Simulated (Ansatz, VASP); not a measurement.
## I in VASP and in Ansatz

```xyz
2
Lattice="4.1804 -2.1847 0.0000 4.1804 2.1847 0.0000 -3.5888 0.0000 5.4330" Properties=species:S:1:pos:R:3 pbc="T T T"
I     4.3410    0.0000    1.3996
I     0.4310    0.0000    4.0335
```

Alike in both runs: task relaxation of cell and atoms; functional PBE; k mesh 6 × 6 × 4; occupations gaussian, width 0.1 eV; no spin polarisation.

|  | VASP | Ansatz |
| --- | --- | --- |
| version | VASP 6.6.1 | Ansatz 0.2.0 |
| potentials or method | VASP PAW PBE potentials, release 64 (I), cutoff 600 eV | scalar-relativistic, plane waves, PAW |
| valence electrons in the cell | 14 | 34 |

|  | VASP | Ansatz | Ansatz less VASP |
| --- | --- | --- | --- |
| gap on the k mesh at the Fermi level, each at its own relaxed structure (eV) | 0.18 | 0.13 | -0.045 |
| relaxed volume (Å³/atom) | 55.33 | 49.62 | -5.715 |
| relaxed cell length with the largest relative difference (Å) | 5.167 | 4.717 | -0.4497 |

One of these differences is far larger than is usual between the two programs; its cause wasn't traced. VASP's potentials hold 14 valence electrons a cell and Ansatz's 34, so a difference there can come from the potentials and not from the codes.

Spin-orbit coupling is off throughout.
